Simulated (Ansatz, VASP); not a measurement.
# Two plane-wave programs on Mo3Ru

```
Mo Ru
1.0
     0.00000    3.19290    3.19290
     3.19290    0.00000    3.19290
     3.19290    3.19290    0.00000
Mo Ru
3 1
Direct
  0.25000 0.25000 0.25000
  0.75000 0.75000 0.75000
  0.00000 0.00000 0.00000
  0.50000 0.50000 0.50000
```

Alike in both runs: task single point; functional PBE; k mesh 6 × 6 × 6; occupations gaussian, width 0.1 eV; no spin polarisation.

|  | VASP | Ansatz |
| --- | --- | --- |
| version | VASP 6.6.1 | Ansatz 0.2.0 |
| potentials or method | VASP PAW PBE potentials, release 64 (Mo_sv, Ru_pv), cutoff 520 eV | scalar-relativistic, plane waves, PAW |
| valence electrons in the cell | 56 | 58 |

```tsv
	VASP	Ansatz	Ansatz less VASP
gap on the k mesh at the Fermi level (eV)	none	none	-
pressure (GPa)	-12.8	-13.1	-0.28
```

A gap of «none» marks a metal or a gap that the smearing closes. VASP's potentials hold 56 valence electrons a cell and Ansatz's 58, so a difference there can come from the potentials and not from the codes.
